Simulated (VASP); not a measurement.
Here is a VASP 6.6.1 calculation.

File INCAR:

```
SYSTEM = SnPb5O6
PREC = Accurate
ENCUT = 520
EDIFF = 1E-6
ISMEAR = 0
SIGMA = 0.1
LREAL = .FALSE.
LASPH = .TRUE.
NELM = 80
ALGO = Normal
ISIF = 2
LWAVE = .FALSE.
LCHARG = .FALSE.
GGA = PE
NBANDS = 72
```

Contents of KPOINTS:

```
Automatic mesh
0
G
  4 4 1
  0 0 0
```

The input POSCAR:

```
SnPb5O6
1.0
    4.0577820378      0.0012317799      0.0008589425
    0.0022320826      3.9821202692     -0.0009219112
    0.0035858516     -0.0041069017     16.5771504260
Sn Pb O
1 5 6
Direct
    0.0007053082      0.0001845676      0.7386744435
   -0.0002850663      0.0002499733      0.0667333262
    0.9991988447     -0.0001088382      0.4066476366
    0.4993167475      0.4995495467      0.2613798417
    0.5008604570      0.4999537678      0.5990627834
    0.5000880974      0.5000076401      0.9214690015
    0.9999670053      0.5003825141      0.9938009106
   -0.0007094166      0.4995059788      0.3336830471
    0.0006179411      0.5000470650      0.6718909322
    0.5000897633      0.0006047633      0.9962968734
    0.4992234578     -0.0004146057      0.3361796320
    0.5009268605      0.0000376271      0.6741815717
```

Potentials or basis: VASP PAW PBE potentials, release 64 (Sn_d, Pb_d, O).

Launch:

```console
$ cat potpaw_PBE.64/Sn_d/POTCAR potpaw_PBE.64/Pb_d/POTCAR potpaw_PBE.64/O/POTCAR > POTCAR
$ mpirun -np 1 vasp_std > vasp.out
```

Q: Estimate the pressure.

A: 0.1 GPa.

Q: Predict the largest force.

A: 0.043 eV/Å.

Q: What does it give for the band gap on the k mesh?

A: 1.51 eV.

Forces on the atoms (eV/Å):
```
Sn  -0.001  0.000  0.043
Pb   0.004  0.004  0.033
Pb  -0.001 -0.003  0.036
Pb   0.002 -0.001 -0.032
Pb  -0.001 -0.001 -0.027
Pb   0.000  0.005 -0.031
O    0.001 -0.002 -0.002
O   -0.002  0.004 -0.005
O    0.005  0.000 -0.008
O   -0.005 -0.008  0.000
O    0.002  0.001  0.000
O   -0.004  0.001 -0.006
```

Caveat: spin-orbit coupling is left out, which moves the levels of the heavy elements; an odd mesh through Γ misses points on the zone boundary, where band edges can lie.
